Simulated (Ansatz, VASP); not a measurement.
# One calculation of CO2, two programs

```xyz
6
Lattice="2.8882 -2.5943 0.0000 2.8882 2.5943 0.0000 0.0000 0.0000 6.7863" Properties=species:S:1:pos:R:3 pbc="T T T"
C     0.0000    0.0000    0.0000
C     2.8882    0.0000    3.3931
O     2.8882   -1.6480    6.1032
O     2.8882    1.6480    0.6830
O     2.8882   -0.9463    2.7101
O     2.8882    0.9463    4.0762
```

Alike in both runs: functional PBEsol; k mesh 6 × 6 × 4; occupations gaussian, width 0.02 eV; no spin polarisation.

Ansatz relaxed the structure, and its values are those at the end. VASP's run is a single point on that final structure, the one shown.

|  | VASP | Ansatz |
| --- | --- | --- |
| version | VASP 6.6.1 | Ansatz 0.2.0 |
| potentials or method | VASP PAW PBE potentials, release 64 (C, O), cutoff 520 eV | scalar-relativistic, plane waves, PAW |
| valence electrons in the cell | 32 | 32 |

Ansatz gave:

- gap on the k mesh at the Fermi level (eV): 6.52
- least direct gap on the mesh (eV): 6.83
- pressure (GPa): 0.0
- rms of the force components (eV/Å): 0.001

Question: Estimate VASP's values.

Answer: gap on the k mesh at the Fermi level (eV): 6.50; least direct gap on the mesh (eV): 6.81; pressure (GPa): 1.5; rms of the force components (eV/Å): 0.333.

VASP's potentials were made for PBE, not for PBEsol.

Noted on VASP's run: the standard files for N, O and F lose accuracy on very short bonds.
